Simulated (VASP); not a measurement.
Set up this calculation in VASP 6.6.1, as the native input.

```yaml
Task: single point
Functional: PBEsol
Potentials_or_basis: VASP PAW PBE potentials, release 64 (Sr_sv)
Cutoff: 520 eV
k_mesh: 10 × 10 × 10
Occupations: gaussian, width 0.03 eV
Spin: no spin polarisation
Dipole_correction: no
Further_INCAR_settings: ALGO = Normal; EDIFF = 1e-06; NBANDS = 11
```

The structure of Sr lies in POSCAR:

```
Sr
1.0
    0.0190146875      3.0423500000      3.0423500000
    3.0613646875      0.0000000000      3.0613646875
    3.0423500000      3.0423500000      0.0190146875
Sr
1
Direct
    0.0000000000      0.0000000000      0.0000000000
```

This cell differs from its parent crystal: strain +0.0125 x Voigt [0, 0, 0, 0, 1, 0].

One way to write it, as run:

INCAR

```
ALGO = Normal
EDIFF = 1E-6
ENCUT = 520
GGA = PS
ISIF = 2
ISMEAR = 0
LASPH = True
LCHARG = True
LELF = True
LREAL = False
LVHAR = True
LWAVE = False
NBANDS = 11
NELM = 80
PREC = Accurate
SIGMA = 0.03
```

KPOINTS

```
k-points
0
Gamma
  10 10 10
```

Potentials or basis: VASP PAW PBE potentials, release 64 (Sr_sv).

Launch:

```console
$ cat potpaw_PBE.64/Sr_sv/POTCAR > POTCAR
$ mpirun -np 1 vasp_std > vasp.out
```

Results of the run:

```
Pressure               : -0.9 GPa
Band gap on the k mesh : zero (bands 5 and 6 overlap by 0.07 eV)
```

Caveat: the cell differs from its parent crystal (strain +0.0125 x Voigt [0, 0, 0, 0, 1, 0]); the PAW data sets were made with another functional, which shifts forces and pressure a little.

Run time: 22 s on 1 thread of Intel(R) Xeon(R) 6975P-C (Granite Rapids), on a shared host, peak memory 0.24 GiB.
